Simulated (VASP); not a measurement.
Crystal: Si.

```
CELL_PARAMETERS angstrom
2.58513 0.00000 0.00000
-1.29256 2.23878 0.00000
0.00000 0.00000 2.43302
ATOMIC_POSITIONS crystal
Si 0.00000 0.00000 0.00000
```

Base run:

```yaml
Program: VASP 6.6.1
Functional: PBEsol
Potentials_or_basis: VASP PAW PBE potentials, release 64 (Si)
Cutoff: 500 eV
k_mesh: 12 × 12 × 11
Occupations: fermi-dirac, width 0.05 eV
Spin: no spin polarisation
```

Its results: band gap on the k mesh zero (band 2 reaches 17.74 eV, above the bottom of band 3 at 5.37 eV); pressure 6.1 GPa.

Problem. The run is repeated on the same cell with these changes: functional from PBEsol to PBE; cutoff from 500 eV to 520 eV. What comes out?

Solution. Band gap on the k mesh zero (band 2 reaches 17.76 eV, above the bottom of band 3 at 5.44 eV); pressure 8.5 GPa.

PBE binds less tightly than PBEsol, so the same cell stands under more pressure.

Caveats: the PAW data sets were made with another functional, which shifts forces and pressure a little (some runs).
